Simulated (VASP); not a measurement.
# MgO (Fm-3m) in VASP: a series of runs

The runs below take MgO through single point, with PBE, r2SCAN.

Everything below comes from runs of VASP 6.6.1. Logs are shortened: lines on timing, memory, paths and dates and some standing lists are left out, and cuts for length are marked.

## (1) The cell of the first run

The structure is cubic, space group Fm-3m (No. 225). Conventional cell: a = 4.309 Å, b = 4.309 Å, c = 4.309 Å, α = 90.00°, β = 90.00°, γ = 90.00°. Within 2.9 Å of Mg (site symmetry m-3m) lie 6 O at 2.15 Å. O (site symmetry m-3m) has 6 Mg at 2.15 Å within 2.9 Å.

## (2) Single point, PBE (strain +2.5%)

Input file INCAR:

```
SYSTEM = MgO
PREC = Accurate
ENCUT = 520
EDIFF = 1E-6
ISMEAR = -1
SIGMA = 0.02
LREAL = .FALSE.
LASPH = .TRUE.
NELM = 80
ALGO = Normal
ISIF = 2
LWAVE = .FALSE.
LCHARG = .FALSE.
GGA = PE
NBANDS = 11
```

Input file KPOINTS:

```
Automatic mesh
0
G
  10 10 10
  0 0 0
```

Input file POSCAR:

```
MgO
1.0
    0.0000000000      2.1547216012      2.1547216012
    2.1547216012      0.0000000000      2.1547216012
    2.1547216012      2.1547216012      0.0000000000
Mg O
1 1
Direct
    0.0000000000      0.0000000000      0.0000000000
    0.5000000000      0.5000000000      0.5000000000
```

Potentials or basis: VASP PAW PBE potentials, release 64 (Mg, O).

Command:

```console
$ cat potpaw_PBE.64/Mg/POTCAR potpaw_PBE.64/O/POTCAR > POTCAR
$ mpirun -np 1 vasp_std > vasp.out
```

OUTCAR:

```text
SYSTEM = MgO
   PREC = Accurate
   ENCUT = 520
   EDIFF = 1E-6
   ISMEAR = -1
   LREAL = .FALSE.
   LASPH = .TRUE.
   NELM = 80
   ISIF = 2
   GGA = PE

 ion  position               nearest neighbor table
   1  0.000  0.000  0.000-   2 2.15   2 2.15   2 2.15   2 2.15   2 2.15   2 2.15
   2  0.500  0.500  0.500-   1 2.15   1 2.15   1 2.15   1 2.15   1 2.15   1 2.15

  LATTYP: Found a face centered cubic cell.
 ALAT       =     4.3094432024

  Lattice vectors:

 A1 = (   0.0000000000,   2.1547216012,   2.1547216012)
 A2 = (   2.1547216012,   0.0000000000,   2.1547216012)
 A3 = (   2.1547216012,   2.1547216012,   0.0000000000)

Analysis of symmetry for initial positions (statically):
=====================================================================
 Subroutine PRICEL returns:
 Original cell was already a primitive cell.

 Routine SETGRP: Setting up the symmetry group for a
 face centered cubic supercell.

 Subroutine GETGRP returns: Found 48 space group operations
 (whereof 48 operations were pure point group operations)
 out of a pool of 48 trial point group operations.

The static configuration has the point symmetry O_h .

Analysis of symmetry for dynamics (positions and initial velocities):
=====================================================================
 Subroutine PRICEL returns:
 Original cell was already a primitive cell.

 Routine SETGRP: Setting up the symmetry group for a
 face centered cubic supercell.

 Subroutine GETGRP returns: Found 48 space group operations
 (whereof 48 operations were pure point group operations)
 out of a pool of 48 trial point group operations.

The dynamic configuration has the point symmetry O_h .

 Subroutine INISYM returns: Found 48 space group operations
 (whereof 48 operations are pure point group operations),
 and found     1 'primitive' translations

----------------------------------------------------------------------------------------

                                     Primitive cell

  volume of cell :      20.0080

  direct lattice vectors                    reciprocal lattice vectors
     0.000000000  2.154721601  2.154721601    -0.232048539  0.232048539  0.232048539
     2.154721601  0.000000000  2.154721601     0.232048539 -0.232048539  0.232048539
     2.154721601  2.154721601  0.000000000     0.232048539  0.232048539 -0.232048539

  length of vectors
[... 82 lines left out ...]
   EDIFF  = 0.1E-05   stopping-criterion for ELM
   LREAL  =      F    real-space projection
   EDIFFG = 0.1E-04   stopping-criterion for IOM
   NSW    =      0    number of steps for IOM
   IBRION =     -1    ionic relax: 0-MD 1-quasi-New 2-CG
   NFREE  =      0    steps in history (QN), initial steepest desc. (CG)
   ISIF   =      2    stress and relaxation
   ISYM   =      2    0-nonsym 1-usesym 2-fastsym
   POTIM  = 0.5000    time-step for ionic-motion
   TEBEG  =    0.0;   TEEND  =   0.0 temperature during run
   PSTRESS=    0.0 pullay stress
   NELECT =       8.0000    total number of electrons
   NUPDOWN=      -1.0000    fix difference up-down
   EMIN   =  10.00;   EMAX   =-10.00  energy-range for DOS
   EFERMI =   0.00;   METHOD = LEGACY
   ISMEAR =    -1;   SIGMA  =   0.02  broadening in eV -4-tet -1-fermi 0-gaus
   EFERMI_NEDOS =   21; number of points for ismear=-14 and -15
   IALGO  =     38    algorithm
   IMIX   =      4    mixing-type and parameters
     AMIX     =   0.40;   BMIX     =  1.00
     AMIX_MAG =   1.60;   BMIX_MAG =  1.00
  volume/ion in A,a.u.               =      10.00        67.51
  Fermi-wavevector in a.u.,A,eV,Ry     =   1.206064  2.279130 19.790901  1.454590
  Thomas-Fermi vector in A             =   2.341742
   LORBIT       =      0    0 simple, 1 ext, 2 COOP (PROOUT), +10 PAW based schemes
   GGA     = PE    functional components
   LHFCALC =     F    Hartree Fock is set to
   AEXX    =    0.0000 exact exchange contribution
   IVDW    =     0    specifies the selected vdW correction
   LEPSILON=     F    determine dielectric tensor
   LRPA    =     F    only Hartree local field effects (RPA)
 non-spin polarized calculation
  energy-cutoff  :      520.00
  volume of cell :       20.01
 maximum number of plane-waves:       548
   NGX = 11   NGY = 11   NGZ = 11

 number of electron       7.9999998 magnetization

 Free energy of the ion-electron system (eV)
  ---------------------------------------------------
  ext. energy  EPLUGINS =         0.00000000
  ---------------------------------------------------
  free energy    TOTEN  =       -11.89588886 eV

  energy without entropy =      -11.89588886  energy(sigma->0) =      -11.89588886

 E-fermi :   3.2057     XC(G=0): -10.7585

 val. band max:        2.6911745511   @ k =   0.0000   0.0000   0.0000
 cond. band min:       6.7786185879   @ k =   0.0000   0.0000   0.0000
 fundamental gap:      4.0874440368
 Fermi energy:         3.2057125618

 k-point     1 :       0.0000    0.0000    0.0000
  band No.  band energies     occupation
      1     -14.2354      2.00000
      2       2.6912      2.00000
      3       2.6912      2.00000
      4       2.6912      2.00000
      5       6.7786      0.00000
      6      18.1007      0.00000
      7      18.1007      0.00000
      8      18.1007      0.00000
      9      21.8410      0.00000
     10      23.5372      0.00000
     11      23.5372      0.00000
[... 309 lines left out ...]
 k-point    24 :       0.4000    0.3000    0.0000
  band No.  band energies     occupation
      1     -13.1480      2.00000
      2      -0.6661      2.00000
      3       1.4845      2.00000
      4       1.6865      2.00000
      5      11.5877      0.00000
      6      12.6616      0.00000
      7      15.5768      0.00000
      8      19.9814      0.00000
      9      20.1774      0.00000
     10      26.7416      0.00000
     11      28.3213      0.00000

 [... further k-points ...]
[... 5 lines left out ...]
  --------------------------------------------------------------------------------------
  -------------------------------------------------------------------------------------
  Total       -0.7635481     -0.7635481     -0.7635481      0.0000000      0.0000000      0.0000000
  in kB      -61.1425444    -61.1425444    -61.1425444      0.0000000      0.0000000      0.0000000
  external PRESSURE =     -61.1425444 kB  Pullay stress =       0.0000000 kB

 VOLUME and BASIS-vectors are now :
 -----------------------------------------------------------------------------
  energy-cutoff  :      520.00
  volume of cell :       20.01
      direct lattice vectors                 reciprocal lattice vectors
     0.000000000  2.154721601  2.154721601    -0.232048539  0.232048539  0.232048539
     2.154721601  0.000000000  2.154721601     0.232048539 -0.232048539  0.232048539
     2.154721601  2.154721601  0.000000000     0.232048539  0.232048539 -0.232048539

 POSITION                                       TOTAL-FORCE (eV/Angst)
 -----------------------------------------------------------------------------------
      0.00000      0.00000      0.00000         0.000000      0.000000     -0.000000
      2.15472      2.15472      2.15472        -0.000000     -0.000000      0.000000
 -----------------------------------------------------------------------------------
    total drift:                               -0.000000     -0.000000      0.000000

  FREE ENERGIE OF THE ION-ELECTRON SYSTEM (eV)
  ---------------------------------------------------
  free  energy   TOTEN  =       -11.8958888591 eV

  energy  without entropy=      -11.8958888591  energy(sigma->0) =      -11.89588886
```

OSZICAR:

```text
N       E                     dE             d eps       ncg     rms          rms(c)
DAV:   1     0.147396341817E+02    0.14740E+02   -0.45295E+03  1146   0.636E+02
DAV:   2    -0.128225320292E+02   -0.27562E+02   -0.26824E+02  1186   0.135E+02
DAV:   3    -0.134511459494E+02   -0.62861E+00   -0.62813E+00  1241   0.184E+01
DAV:   4    -0.134526657674E+02   -0.15198E-02   -0.15198E-02  1124   0.105E+00
DAV:   5    -0.134526708988E+02   -0.51314E-05   -0.51314E-05  1211   0.603E-02    0.717E+00
DAV:   6    -0.119192689054E+02    0.15334E+01   -0.93407E+00  1073   0.164E+01    0.235E+00
DAV:   7    -0.119027095287E+02    0.16559E-01   -0.74267E-02  1133   0.228E+00    0.136E+00
DAV:   8    -0.118964021391E+02    0.63074E-02   -0.33394E-02  1082   0.201E+00    0.268E-01
DAV:   9    -0.118959291528E+02    0.47299E-03   -0.66699E-04  1151   0.182E-01    0.151E-01
DAV:  10    -0.118958865111E+02    0.42642E-04   -0.57345E-04  1133   0.180E-01    0.759E-03
DAV:  11    -0.118958889500E+02   -0.24389E-05   -0.43877E-06  1196   0.154E-02    0.640E-03
DAV:  12    -0.118958888591E+02    0.90959E-07   -0.77475E-07   682   0.661E-03
   1 F= -.11895889E+02 E0= -.11895889E+02  d E =-.287123E-13
```

stdout:

```text
POSCAR found type information on POSCAR MgO
 POSCAR found :  2 types and       2 ions
 scaLAPACK will be used
 LDA part: xc-table for (Slater+PW92), standard interpolation
 POSCAR, INCAR and KPOINTS ok, starting setup
 FFT: planning ... GRIDC
 FFT: planning ... GRID_SOFT
 FFT: planning ... GRID
 WAVECAR not read
 entering main loop
```

Run time: 4.3 s. Hardware: 1 thread of Intel Xeon 6975P-C (Granite Rapids), shared host; peak memory 0.14 GiB.

Results:

```yaml
Free_energy: -11.8959 eV
Pressure: -6.1 GPa
Band_gap_on_the_k_mesh: 4.09 eV, direct
```

Levels at points of the mesh, in eV from the valence-band top:
```csv
k point,band 2,band 3,band 4,band 5,band 6,band 7
"(0.00, 0.00, 0.00)",0.00,0.00,0.00,4.09,15.41,15.41
"(0.50, 0.00, 0.00)",-4.33,-0.58,-0.58,7.47,11.84,15.61
"(0.50, 0.50, 0.00)",-3.81,-1.26,-1.26,9.03,9.24,12.39
```

Caveat: the cell differs from its parent crystal (strain +2.5%).

## (3) Single point, r2SCAN

This run uses another cell than the first one, of 9.29 Å³/atom, 0.929 times its volume.

Input file POSCAR:

```
MgO
1.0
    0.0000000000      2.1021674158      2.1021674158
    2.1021674158      0.0000000000      2.1021674158
    2.1021674158      2.1021674158      0.0000000000
Mg O
1 1
Direct
    0.0000000000      0.0000000000      0.0000000000
    0.5000000000      0.5000000000      0.5000000000
```

Input file INCAR.step1:

```
  PREC = Accurate
  ENCUT = 520
  ISMEAR = 0
  SIGMA = 0.01
  LREAL = False
  LASPH = True
  NELM = 60
  NBANDS = 11
  GGA = PE
  ALGO = Normal
  EDIFF = 1E-4
  LWAVE = True
  LCHARG = False
```

Input file INCAR.step2:

```
  PREC = Accurate
  ENCUT = 520
  EDIFF = 1E-6
  ISMEAR = 0
  SIGMA = 0.01
  LREAL = False
  LASPH = True
  NELM = 60
  ALGO = Normal
  ISIF = 2
  LWAVE = False
  LCHARG = False
  METAGGA = R2SCAN
  LMIXTAU = True
  NBANDS = 11
  ISTART = 1
```

Input file KPOINTS:

```
regular mesh
0
Gamma
  10 10 10
```

Potentials or basis: VASP PAW PBE potentials, release 64 (Mg, O).

Command:

```console
$ cat potpaw_PBE.64/Mg/POTCAR potpaw_PBE.64/O/POTCAR > POTCAR
$ cp INCAR.step1 INCAR
$ mpirun -np 1 vasp_std > vasp.out
$ cp INCAR.step2 INCAR
$ mpirun -np 1 vasp_std > vasp.out
```

OUTCAR:

```text
PREC = Accurate
   ENCUT = 520
   EDIFF = 1E-6
   ISMEAR = 0
   LREAL = False
   LASPH = True
   NELM = 60
   ISIF = 2
   METAGGA = R2SCAN
   ISTART = 1

 ion  position               nearest neighbor table
   1  0.000  0.000  0.000-   2 2.10   2 2.10   2 2.10   2 2.10   2 2.10   2 2.10
   2  0.500  0.500  0.500-   1 2.10   1 2.10   1 2.10   1 2.10   1 2.10   1 2.10

  LATTYP: Found a face centered cubic cell.
 ALAT       =     4.2043348316

  Lattice vectors:

 A1 = (   0.0000000000,   2.1021674158,   2.1021674158)
 A2 = (   2.1021674158,   0.0000000000,   2.1021674158)
 A3 = (   2.1021674158,   2.1021674158,   0.0000000000)

Analysis of symmetry for initial positions (statically):
=====================================================================
 Subroutine PRICEL returns:
 Original cell was already a primitive cell.

 Routine SETGRP: Setting up the symmetry group for a
 face centered cubic supercell.

 Subroutine GETGRP returns: Found 48 space group operations
 (whereof 48 operations were pure point group operations)
 out of a pool of 48 trial point group operations.

The static configuration has the point symmetry O_h .

[... 164 lines left out ...]
 cond. band min:       8.4763525324   @ k =   0.0000   0.0000   0.0000
 fundamental gap:      5.6599652296
 Fermi energy:         2.9679507988

 k-point     1 :       0.0000    0.0000    0.0000
  band No.  band energies     occupation
      1     -15.4125      2.00000
      2       2.8164      2.00000
      3       2.8164      2.00000
      4       2.8164      2.00000
      5       8.4764      0.00000
      6      19.6823      0.00000
      7      19.6823      0.00000
      8      19.6823      0.00000
      9      23.8436      0.00000
     10      25.6170      0.00000
     11      25.6170      0.00000
[... 309 lines left out ...]
 k-point    24 :       0.4000    0.3000    0.0000
  band No.  band energies     occupation
      1     -14.1943      2.00000
      2      -0.7795      2.00000
      3       1.4898      2.00000
      4       1.7049      2.00000
      5      13.4484      0.00000
      6      13.9803      0.00000
      7      17.6492      0.00000
      8      22.3626      0.00000
      9      22.5861      0.00000
     10      29.1718      0.00000
     11      31.4075      0.00000

 [... further k-points ...]
[... 5 lines left out ...]
  --------------------------------------------------------------------------------------
  -------------------------------------------------------------------------------------
  Total       -0.1318515     -0.1318515     -0.1318515      0.0000000      0.0000000      0.0000000
  in kB      -11.3700857    -11.3700857    -11.3700857      0.0000000      0.0000000      0.0000000
  external PRESSURE =     -11.3700857 kB  Pullay stress =       0.0000000 kB

 VOLUME and BASIS-vectors are now :
 -----------------------------------------------------------------------------
  energy-cutoff  :      520.00
  volume of cell :       18.58
      direct lattice vectors                 reciprocal lattice vectors
     0.000000000  2.102167416  2.102167416    -0.237849753  0.237849753  0.237849753
     2.102167416  0.000000000  2.102167416     0.237849753 -0.237849753  0.237849753
     2.102167416  2.102167416  0.000000000     0.237849753  0.237849753 -0.237849753

 POSITION                                       TOTAL-FORCE (eV/Angst)
 -----------------------------------------------------------------------------------
      0.00000      0.00000      0.00000        -0.000000     -0.000000     -0.000000
      2.10217      2.10217      2.10217         0.000000      0.000000      0.000000
 -----------------------------------------------------------------------------------
    total drift:                               -0.000000     -0.000000      0.000000

  FREE ENERGIE OF THE ION-ELECTRON SYSTEM (eV)
  ---------------------------------------------------
  free  energy   TOTEN  =       -16.1611123200 eV

  energy  without entropy=      -16.1611123200  energy(sigma->0) =      -16.16111232
```

OSZICAR.step1:

```text
N       E                     dE             d eps       ncg     rms          rms(c)
DAV:   1     0.127035623888E+02    0.12704E+02   -0.46670E+03  1186   0.646E+02
DAV:   2    -0.129623804314E+02   -0.25666E+02   -0.25194E+02  1184   0.136E+02
DAV:   3    -0.134627639994E+02   -0.50038E+00   -0.50006E+00  1238   0.159E+01
DAV:   4    -0.134640039788E+02   -0.12400E-02   -0.12400E-02  1145   0.909E-01
DAV:   5    -0.134640081994E+02   -0.42207E-05   -0.42206E-05  1179   0.503E-02    0.722E+00
DAV:   6    -0.119194138772E+02    0.15446E+01   -0.87270E+00  1079   0.163E+01    0.221E+00
DAV:   7    -0.119080881983E+02    0.11326E-01   -0.53165E-02  1124   0.208E+00    0.134E+00
DAV:   8    -0.119029547332E+02    0.51335E-02   -0.27196E-02  1082   0.186E+00    0.234E-01
DAV:   9    -0.119025916186E+02    0.36311E-03   -0.56291E-04  1154   0.165E-01    0.131E-01
DAV:  10    -0.119025860798E+02    0.55388E-05   -0.48854E-04  1097   0.163E-01
   1 F= -.11902586E+02 E0= -.11902586E+02  d E =-.539113E-81
```

Run time: 15 s. Hardware: 1 thread of Intel Xeon 6975P-C (Granite Rapids), shared host; peak memory 0.14 GiB.

Results:

```
Free energy            : -16.1611 eV
Pressure               : -1.1 GPa
Band gap on the k mesh : 5.66 eV, direct
```

Caveat: the PAW data sets were made with another functional, which shifts forces and pressure a little. r2SCAN opens gaps a little over a GGA but as a rule still falls short of measured ones.
